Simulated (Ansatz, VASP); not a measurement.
Two plane-wave programs on PbS

INCAR

```
PREC = Accurate ; ENCUT = 520
EDIFF = 1E-6 ; ISMEAR = 0
SIGMA = 0.03 ; LREAL = F
LASPH = T ; NELM = 100
ALGO = Normal ; ISIF = 2
LWAVE = F ; LCHARG = F
GGA = PE ; IVDW = 12
NBANDS = 50
```

KPOINTS

```
Automatic mesh
0
Gamma
  8 8 3
```

POSCAR

```
PbS
1.0
   -2.9671314639     -2.9671314639      0.0000000000
    2.9671314639     -2.9671314639      0.0000000000
   -0.9892416301      0.0000000000     11.8685258554
Pb S
4 4
Direct
    0.4791625000      0.5208375000      0.1250000000
   -0.0625125000      0.0625125000      0.3750000000
    0.3958125000      0.6041875000      0.6250000000
   -0.1458625000      0.1458625000      0.8750000000
   -0.0208375000      0.0208375000      0.1250000000
    0.4374875000      0.5625125000      0.3750000000
   -0.1041875000      0.1041875000      0.6250000000
    0.3541375000      0.6458625000      0.8750000000
```

Input for Ansatz:

```yaml
crystal:
  lattice:
    - [-2.9671314639, -2.9671314639, 0.0]
    - [2.9671314639, -2.9671314639, 0.0]
    - [-0.9892416301, 0.0, 11.8685258554]
  atoms:
    - { symbol: Pb, position: [0.4791625, 0.5208375, 0.125] }
    - { symbol: Pb, position: [-0.0625125, 0.0625125, 0.375] }
    - { symbol: Pb, position: [0.3958125, 0.6041875, 0.625] }
    - { symbol: Pb, position: [-0.1458625, 0.1458625, 0.875] }
    - { symbol: S, position: [-0.0208375, 0.0208375, 0.125] }
    - { symbol: S, position: [0.4374875, 0.5625125, 0.375] }
    - { symbol: S, position: [-0.1041875, 0.1041875, 0.625] }
    - { symbol: S, position: [0.3541375, 0.6458625, 0.875] }
basis:
  ecutwfc: 420
kpoints:
  mp_grid: { grid: [8, 8, 3] }
hamiltonian:
  xc: pbe
  dispersion: d3bj
scf:
  occupations: { method: gaussian, width: 0.03 }
output:
  forces: true
  stress: true
  eigenvalues: true
```

Alike in both runs: task single point; functional PBE; dispersion D3(BJ); k mesh 8 × 8 × 3; occupations gaussian, width 0.03 eV; no spin polarisation.

```csv
,VASP,Ansatz
version,VASP 6.6.1,Ansatz 0.2.0
potentials or method,"VASP PAW PBE potentials, release 64 (Pb_d, S), cutoff 520 eV","scalar-relativistic, plane waves, PAW"
valence electrons in the cell,80,80
```

```tsv
	VASP	Ansatz	Ansatz less VASP
gap on the k mesh at the Fermi level (eV)	0.52	0.52	-0.003
least direct gap on the mesh (eV)	0.52	0.52	-0.003
pressure (GPa)	-0.5	-0.5	+0.07
traceless stress, the component that is largest in VASP (GPa)	1.24	1.24	-0.002
rms of the force components (eV/Å)	0.144	0.144	0.0000
```

Atom by atom the forces differ by 0.001 eV/Å (rms over components).

Spin-orbit coupling is off throughout.
